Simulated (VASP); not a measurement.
# Be5Te2 in VASP: further runs

Be5Te2 is run at these levels: PBE; tasks: single point, relaxation of cell and atoms.

Everything below comes from runs of VASP 6.6.1. Logs are shortened: lines on timing, memory, paths and dates and some standing lists are left out, and cuts for length are marked.

## (1) The cell of the first run

The typed cell holds 7 atoms: a = 3.837 Å, b = 3.837 Å, c = 9.620 Å, α = 90.00°, β = 89.96°, γ = 120.02°.

## (2) Single point, PBE

Contents of INCAR:

```
SYSTEM = Be5Te2
PREC = Accurate
ENCUT = 520
EDIFF = 1E-7
ISMEAR = 0
SIGMA = 0.2
LREAL = .False.
LASPH = .True.
NELM = 100
ALGO = Fast
ISIF = 2
LWAVE = .False.
LCHARG = .False.
GGA = PE
NBANDS = 20
```

Contents of KPOINTS:

```
regular mesh
0
Gamma
  6 6 2
  0 0 0
```

Contents of POSCAR:

```
Be5Te2
1.0
    3.8367160052     -0.0008555571      0.0015605425
   -1.9190703803      3.3229576804     -0.0006138736
    0.0026218522      0.0032333993      9.6196350282
Be Te
5 2
Direct
   -0.0005400278      0.9992968485     -0.0000170869
    0.6661411347      0.3326553541      0.9905365645
    0.3328409019      0.6659516078      0.0094881656
    0.6722117633      0.3330957581      0.4174848246
    0.3285836867      0.6679749073      0.5825110723
    0.3394798983      0.6664509188      0.3154815780
    0.6612826428      0.3345746054      0.6845148819
```

Potentials or basis: VASP PAW PBE potentials, release 64 (Be, Te).

Command:

```console
$ cat potpaw_PBE.64/Be/POTCAR potpaw_PBE.64/Te/POTCAR > POTCAR
$ mpirun -np 1 vasp_std > vasp.out
```

OUTCAR:

```text
SYSTEM = Be5Te2
   PREC = Accurate
   ENCUT = 520
   EDIFF = 1E-7
   ISMEAR = 0
   LREAL = .False.
   LASPH = .True.
   NELM = 100
   ISIF = 2
   GGA = PE

 ion  position               nearest neighbor table
   1  0.999  0.999  1.000-   3 2.22   2 2.22   2 2.22   3 2.22   2 2.22   3 2.22
   2  0.666  0.333  0.991-   1 2.22   1 2.22   1 2.22   3 2.22   3 2.22   3 2.22   7 2.94
   3  0.333  0.666  0.009-   1 2.22   1 2.22   1 2.22   2 2.22   2 2.22   2 2.22   6 2.94
   4  0.672  0.333  0.417-   6 2.42   6 2.42   6 2.42   7 2.57
   5  0.329  0.668  0.583-   7 2.42   7 2.42   7 2.42   6 2.57
   6  0.339  0.666  0.315-   4 2.42   4 2.42   4 2.42   5 2.57   3 2.94
   7  0.661  0.335  0.685-   5 2.42   5 2.42   5 2.42   4 2.57   2 2.94

  LATTYP: Found a triclinic cell.
 ALAT       =     3.8373010368
 B/A-ratio  =     0.9996212803
 C/A-ratio  =     3.0464966193
 COS(alpha) =     0.0006547935
 COS(beta)  =     0.4924388356
 COS(gamma) =     0.4999630379

  Lattice vectors:

 A1 = (   1.9190703803,  -3.3229576804,   0.0006138736)
 A2 = (  -1.9176456249,  -3.3221021233,  -0.0009466689)
 A3 = (   5.7531645333,  -3.3270466368,  -9.6174606121)

Analysis of symmetry for initial positions (statically):
=====================================================================
 Subroutine PRICEL returns:
 Original cell was already a primitive cell.

 Routine SETGRP: Setting up the symmetry group for a
 triclinic supercell.

 Subroutine GETGRP returns: Found  1 space group operations
 (whereof  1 operations were pure point group operations)
 out of a pool of  2 trial point group operations.

The static configuration has the point symmetry C_1 .

Analysis of symmetry for dynamics (positions and initial velocities):
=====================================================================
 Subroutine PRICEL returns:
 Original cell was already a primitive cell.

 Routine SETGRP: Setting up the symmetry group for a
 triclinic supercell.

 Subroutine GETGRP returns: Found  1 space group operations
 (whereof  1 operations were pure point group operations)
 out of a pool of  2 trial point group operations.

The dynamic configuration has the point symmetry C_1 .

 Subroutine INISYM returns: Found  1 space group operations
 (whereof  1 operations are pure point group operations),
 and found     1 'primitive' translations

----------------------------------------------------------------------------------------

                                     Primitive cell

  volume of cell :     122.6273

  direct lattice vectors                    reciprocal lattice vectors
     3.836716005 -0.000855557  0.001560543     0.260673187  0.150543632 -0.000121649
    -1.919070380  3.322957680 -0.000613874     0.000067156  0.300975490 -0.000101184
     0.002621852  0.003233399  9.619635028    -0.000042283 -0.000005215  0.103954061

  length of vectors
     3.836716418  3.837301037  9.619635929     0.301021445  0.300975514  0.103954070

  position of ions in fractional coordinates (direct lattice)
     0.999459972  0.999296849  0.999982913
     0.666141135  0.332655354  0.990536564
     0.332840902  0.665951608  0.009488166
     0.672211763  0.333095758  0.417484825
     0.328583687  0.667974907  0.582511072
     0.339479898  0.666450919  0.315481578
     0.661282643  0.334574605  0.684514882

  ion indices of the primitive-cell ions
   primitive index   ion index
                 1           1
                 2           2
                 3           3
                 4           4
                 5           5
                 6           6
                 7           7

----------------------------------------------------------------------------------------

 KPOINTS: regular mesh

Automatic generation of k-mesh.
 Grid dimensions read from file:
 generate k-points for:    6    6    2

 Generating k-lattice:

  Cartesian coordinates                     Fractional coordinates (reciprocal lattice)
     0.043445531  0.025090605 -0.000020275     0.166666667 -0.000000000 -0.000000000
     0.000011193  0.050162582 -0.000016864    -0.000000000  0.166666667  0.000000000
    -0.000021142 -0.000002608  0.051977031     0.000000000  0.000000000  0.500000000

  Length of vectors
     0.050170241  0.050162586  0.051977035

  Shift w.r.t. Gamma in fractional coordinates (k-lattice)
     0.000000000  0.000000000  0.000000000

 Subroutine IBZKPT returns following result:
 ===========================================

 Found     40 irreducible k-points:

 Following reciprocal coordinates:
            Coordinates               Weight
  0.000000  0.000000  0.000000      1.000000
  0.166667 -0.000000  0.000000      2.000000
  0.333333 -0.000000  0.000000      2.000000
  0.500000  0.000000  0.000000      1.000000
 -0.000000  0.166667  0.000000      2.000000
  0.166667  0.166667  0.000000      2.000000
[... 16 lines left out ...]
  0.333333 -0.000000  0.500000      2.000000
  0.500000  0.000000  0.500000      1.000000
 [... further k-points ...]
   k-points           NKPTS =     40   k-points in BZ     NKDIM =     40   number of bands    NBANDS=     20
   number of dos      NEDOS =    301   number of ions     NIONS =      7
   total plane-waves  NPLWV =  64800
   dimension x,y,z NGX =    30 NGY =   30 NGZ =   72
   dimension x,y,z NGXF=    60 NGYF=   60 NGZF=  144
   ions per type =               5   2
   NGX,Y,Z   is equivalent  to a cutoff of  13.00, 13.00, 12.44 a.u.
   NGXF,Y,Z  is equivalent  to a cutoff of  26.00, 25.99, 24.89 a.u.
 SYSTEM =  Be5Te2
   PREC   = accura    normal or accurate (medium, high low for compatibility)
   ISTART =      0    job   : 0-new  1-cont  2-samecut
   ICHARG =      2    charge: 1-file 2-atom 10-const
   ISPIN  =      1    spin polarized calculation?
   LNONCOLLINEAR =      F non collinear calculations
   LSORBIT =      F    spin-orbit coupling
   LASPH  =      T    aspherical Exc in radial PAW
   ENCUT  =  520.0 eV  38.22 Ry    6.18 a.u.   7.13  7.13 17.89*2*pi/ulx,y,z
   NELM   =    100;   NELMIN=  2; NELMDL= -5     # of ELM steps
   EDIFF  = 0.1E-06   stopping-criterion for ELM
   LREAL  =      F    real-space projection
   EDIFFG = 0.1E-05   stopping-criterion for IOM
   NSW    =      0    number of steps for IOM
   IBRION =     -1    ionic relax: 0-MD 1-quasi-New 2-CG
   NFREE  =      0    steps in history (QN), initial steepest desc. (CG)
   ISIF   =      2    stress and relaxation
   ISYM   =      2    0-nonsym 1-usesym 2-fastsym
   POTIM  = 0.5000    time-step for ionic-motion
   TEBEG  =    0.0;   TEEND  =   0.0 temperature during run
   PSTRESS=    0.0 pullay stress
   NELECT =      22.0000    total number of electrons
   NUPDOWN=      -1.0000    fix difference up-down
   EMIN   =  10.00;   EMAX   =-10.00  energy-range for DOS
   EFERMI =   0.00;   METHOD = LEGACY
   ISMEAR =     0;   SIGMA  =   0.20  broadening in eV -4-tet -1-fermi 0-gaus
   EFERMI_NEDOS =   21; number of points for ismear=-14 and -15
   IALGO  =     68    algorithm
   IMIX   =      4    mixing-type and parameters
     AMIX     =   0.40;   BMIX     =  1.00
     AMIX_MAG =   1.60;   BMIX_MAG =  1.00
  volume/ion in A,a.u.               =      17.52       118.22
  Fermi-wavevector in a.u.,A,eV,Ry     =   0.923322  1.744826 11.599296  0.852524
  Thomas-Fermi vector in A             =   2.048946
   LORBIT       =      0    0 simple, 1 ext, 2 COOP (PROOUT), +10 PAW based schemes
   GGA     = PE    functional components
   LHFCALC =     F    Hartree Fock is set to
   AEXX    =    0.0000 exact exchange contribution
   IVDW    =     0    specifies the selected vdW correction
   LEPSILON=     F    determine dielectric tensor
   LRPA    =     F    only Hartree local field effects (RPA)
 non-spin polarized calculation
 RMM-DIIS sequential band-by-band and
 Gauss-broadening in eV      SIGMA  =   0.20
  energy-cutoff  :      520.00
  volume of cell :      122.63
 maximum number of plane-waves:      3342
 NGX is ok and might be reduce to    30
   NGX = 15   NGY = 15   NGZ = 35

 number of electron      21.9999999 magnetization

 Free energy of the ion-electron system (eV)
  ---------------------------------------------------
  ext. energy  EPLUGINS =         0.00000000
  ---------------------------------------------------
  free energy    TOTEN  =       -23.82514448 eV

  energy without entropy =      -23.80218060  energy(sigma->0) =      -23.81366254

 E-fermi :   5.7630     XC(G=0):  -9.1802

 val. band max:        5.5363227081   @ k =   0.1667   0.1667   0.5000
 cond. band min:       5.8512022139   @ k =  -0.3333   0.3333   0.5000
 fundamental gap:      0.3148795058
 Fermi energy:         5.7630028557

 k-point     1 :       0.0000    0.0000    0.0000
  band No.  band energies     occupation
      1      -8.0761      2.00000
      2      -7.2961      2.00000
      3      -1.9725      2.00000
      4       0.4302      2.00000
      5       1.3567      2.00000
      6       3.4924      2.00000
[... 12 lines left out ...]
     19       9.0260      0.00000
     20       9.1363      0.00000

 k-point     2 :       0.1667   -0.0000    0.0000
  band No.  band energies     occupation
      1      -7.8197      2.00000
      2      -7.0734      2.00000
      3      -1.6835      2.00000
      4       0.6361      2.00000
      5       1.3742      2.00000
      6       2.0692      2.00000
[... 12 lines left out ...]
     19       9.7211      0.00000
     20      10.3177      0.00000

 k-point     3 :       0.3333   -0.0000    0.0000
  band No.  band energies     occupation
      1      -7.1559      2.00000
      2      -6.5633      2.00000
      3      -0.8578      2.00000
      4      -0.4041      2.00000
      5       0.3567      2.00000
      6       1.5375      2.00000
[... 12 lines left out ...]
     19      10.6738      0.00000
     20      13.4461      0.00000

 k-point     4 :       0.5000    0.0000    0.0000
  band No.  band energies     occupation
      1      -6.6394      2.00000
      2      -6.3183      2.00000
      3      -1.2819      2.00000
      4      -0.6869      2.00000
      5       0.2386      2.00000
      6       0.8938      2.00000
[... 429 lines left out ...]
 k-point    23 :       0.3333   -0.0000    0.5000
  band No.  band energies     occupation
      1      -7.1494      2.00000
      2      -6.5741      2.00000
      3      -0.6590      2.00000
      4      -0.2746      2.00000
      5       0.1427      2.00000
      6       0.7101      2.00000
[... 12 lines left out ...]
     19      10.4529      0.00000
     20      11.5686      0.00000

 k-point    24 :       0.5000    0.0000    0.5000
  band No.  band energies     occupation
      1      -6.6359      2.00000
      2      -6.3224      2.00000
      3      -1.3074      2.00000
      4      -0.7930      2.00000
      5       0.8284      2.00000
      6       0.9317      2.00000
[... 12 lines left out ...]
     19      10.2146      0.00000
     20      11.4530      0.00000

 [... further k-points ...]
[... 5 lines left out ...]
  --------------------------------------------------------------------------------------
  -------------------------------------------------------------------------------------
  Total        0.1158717      0.1143804      0.0720104      0.0036301     -0.0032414      0.0018411
  in kB        1.5139125      1.4944288      0.9408469      0.0474288     -0.0423507      0.0240546
  external PRESSURE =       1.3163961 kB  Pullay stress =       0.0000000 kB

 VOLUME and BASIS-vectors are now :
 -----------------------------------------------------------------------------
  energy-cutoff  :      520.00
  volume of cell :      122.63
      direct lattice vectors                 reciprocal lattice vectors
     3.836716005 -0.000855557  0.001560543     0.260673187  0.150543632 -0.000121649
    -1.919070380  3.322957680 -0.000613874     0.000067156  0.300975490 -0.000101184
     0.002621852  0.003233399  9.619635028    -0.000042283 -0.000005215  0.103954061

 POSITION                                       TOTAL-FORCE (eV/Angst)
 -----------------------------------------------------------------------------------
      1.91954      3.32300      9.62042         0.000502     -0.000351      0.000748
      1.92000      1.10803      9.52944        -0.000358     -0.000075     -0.002424
     -0.00097      2.21267      0.09138        -0.000039      0.000877      0.001669
      1.94095      1.10764      4.01690        -0.001485     -0.000834      0.010009
     -0.01968      2.22125      5.60365         0.001161     -0.000338     -0.009928
      0.02435      2.21532      3.03494        -0.001505      0.000599     -0.037703
      1.89688      1.11342      6.58561         0.001724      0.000122      0.037628
 -----------------------------------------------------------------------------------
    total drift:                                0.000010      0.000009     -0.000003

  FREE ENERGIE OF THE ION-ELECTRON SYSTEM (eV)
  ---------------------------------------------------
  free  energy   TOTEN  =       -23.8251444792 eV

  energy  without entropy=      -23.8021806032  energy(sigma->0) =      -23.81366254
```

It took 2 min on 1 thread of Intel Xeon Platinum 8488C (Sapphire Rapids), shared host; peak memory 0.28 GiB.

Results:

```yaml
Free_energy: -23.8251 eV
Pressure: 0.1 GPa
Largest_force: 0.038 eV/Å
Band_gap_on_the_k_mesh: zero (band 11 reaches 7.65 eV, above the bottom of band 12 at 5.53 eV)
```

Forces in eV/Å, atoms in the order of the input:
```
Be   0.001  0.000  0.001
Be   0.000  0.000 -0.002
Be   0.000  0.001  0.002
Be  -0.001 -0.001  0.010
Be   0.001  0.000 -0.010
Te  -0.002  0.001 -0.038
Te   0.002  0.000  0.038
```

Caveat: spin-orbit coupling is left out, which moves the levels of the heavy elements.

(Continued in part 2 of 3.)
